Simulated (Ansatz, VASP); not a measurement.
Two plane-wave programs on Rh

```xyz
1
Lattice="0.0000 1.9150 1.9150 1.9150 0.0000 1.9150 1.9150 1.9150 0.0000" Properties=species:S:1:pos:R:3 pbc="T T T"
Rh    0.0000    0.0000    0.0000
```

Alike in both runs: functional PBE; k mesh 48 × 48 × 48; occupations gaussian, width 0.1 eV; no spin polarisation.

Ansatz relaxed the structure, and its values are those at the end. VASP's run is a single point on that final structure, the one shown.

|  | VASP | Ansatz |
| --- | --- | --- |
| version | VASP 6.6.1 | Ansatz 0.2.0 |
| potentials or method | VASP PAW PBE potentials, release 64 (Rh_pv) | scalar-relativistic, plane waves, PAW |
| plane-wave cutoff (eV) | 520 | 420 |
| valence electrons in the cell | 15 | 17 |

```csv
,VASP,Ansatz,Ansatz less VASP
gap on the k mesh at the Fermi level (eV),none,none,-
pressure (GPa),0.0,0.0,-0.03
```

A gap of «none» marks a metal or a gap that the smearing closes. With one functional, cell and mesh, what is left measures potentials, basis and numerics. VASP's potentials hold 15 valence electrons a cell and Ansatz's 17, so a difference there can come from the potentials and not from the codes.
